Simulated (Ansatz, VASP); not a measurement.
# Two plane-wave programs on P

```
P
1.0
     3.35311    0.00000    0.00000
    -1.67656    2.90388    0.00000
     0.00000    0.00000    3.23858
P
2
Direct
  0.33333 0.66667 0.25000
  0.66667 0.33333 0.75000
```

Alike in both runs: task single point; functional BLYP; k mesh 12 × 12 × 11; occupations fermi-dirac, width 0.1 eV; no spin polarisation.

|  | VASP | Ansatz |
| --- | --- | --- |
| version | VASP 6.6.1 | Ansatz 0.2.0 |
| potentials or method | VASP PAW PBE potentials, release 64 (P), cutoff 520 eV | plane waves (420 eV) with PAW, scalar-relativistic |
| valence electrons in the cell | 10 | 10 |

```csv
,VASP,Ansatz,Ansatz less VASP
pressure (GPa),6.5,6.4,-0.15
"traceless stress, the component that is largest in VASP (GPa)",1.21,1.17,-0.036
```

VASP's potentials were made for PBE, not for BLYP. The functional is the same, so the differences come from potentials, cutoffs and numerics.
